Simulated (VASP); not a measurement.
Wanted: the native input for a VASP 6.6.1 run.

```yaml
Task: electric field gradients
Functional: PBEsol
Potentials_or_basis: VASP PAW PBE potentials, release 64 (Al, Ru_pv)
Cutoff: 520 eV
k_mesh: 12 × 12 × 12
Occupations: fermi-dirac, width 0.05 eV
Spin: no spin polarisation
Dipole_correction: no
Further_INCAR_settings: ALGO = Normal; EDIFF = 1e-08; NBANDS = 16
```

The structure of AlRu lies in POSCAR:

```
AlRu
1.0
    2.9916000000     -0.0299160000     -0.0299160000
   -0.0299160000      2.9916000000     -0.0299160000
   -0.0299160000     -0.0299160000      2.9916000000
Al Ru
1 1
Direct
    0.0000000000      0.0000000000      0.0000000000
    0.5000000000      0.5000000000      0.5000000000
```

This cell differs from its parent crystal: equal xy, yz and zx shear strains of -2 %.

These files were run (other wordings do the same):

INCAR

```
PREC = Accurate
ENCUT = 520
EDIFF = 1E-8
ISMEAR = -1
SIGMA = 0.05
LREAL = F
LASPH = T
NELM = 60
ALGO = Normal
ISIF = 2
LWAVE = F
LCHARG = F
GGA = PS
LEFG = T
NBANDS = 16
```

KPOINTS

```
Automatic mesh
0
Gamma
  12 12 12
```

Potentials or basis: VASP PAW PBE potentials, release 64 (Al, Ru_pv).

Command:

```sh
$ cat potpaw_PBE.64/Al/POTCAR potpaw_PBE.64/Ru_pv/POTCAR > POTCAR
$ mpirun -np 1 vasp_std > vasp.out
```

Results of the run:

| Item | Value |
| --- | --- |
| Pressure | -3.1 GPa |
| Band gap on the k mesh | zero (an odd number of electrons rules out a gap without spin polarisation) |
| Largest electric field gradient by atom | Al -5.8; Ru -6.2 V/Å² |

Caveat: the cell differs from its parent crystal (equal xy, yz and zx shear strains of -2 %); the cell stands under tension; without QUAD_EFG the Cq values of the log hold for a quadrupole moment of 1 mb, not for the nuclei; the PAW data sets were made with another functional, which shifts forces and pressure a little.

Wall time 91 s on 1 thread of Intel Xeon 8259CL, on a shared host, peak memory 0.2 GiB.
